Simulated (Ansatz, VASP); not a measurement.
# Pd in VASP and in Ansatz

```xyz
5
Lattice="2.7166 0.0000 0.0000 0.0000 3.8419 0.0000 0.0000 0.0000 21.4333" Properties=species:S:1:pos:R:3 pbc="T T T"
Pd    0.0000    0.0000    8.0946
Pd    1.3583    1.9210    9.3160
Pd    0.0000    0.0000   10.7167
Pd    1.3583    1.9210   12.1173
Pd    0.0000    0.0000   13.3387
```

Alike in both runs: functional LDA; k mesh 13 × 10 × 1; occupations fermi-dirac, width 0.1 eV; no spin polarisation.

Ansatz relaxed the structure, and its values are those at the end. VASP's run is a single point on that final structure, the one shown.

|  | VASP | Ansatz |
| --- | --- | --- |
| version | VASP 6.6.1 | Ansatz 0.2.0 |
| potentials or method | VASP PAW LDA potentials, release 64 (Pd) | PAW with Ansatz's default frozen-core files, scalar-relativistic |
| plane-wave cutoff (eV) | 520 | 420 |
| valence electrons in the cell | 50 | 90 |

```tsv
	VASP	Ansatz	Ansatz less VASP
rms of the force components (eV/Å)	0.004	0.000	-0.0040
```

LDA's correlation is that of Perdew and Zunger in VASP and of Perdew and Wang (1992) in Ansatz. VASP's potentials hold 50 valence electrons a cell and Ansatz's 90, so a difference there can come from the potentials and not from the codes. Ansatz's warnings: stress scf threshold loose, xc potential rough in thin density.
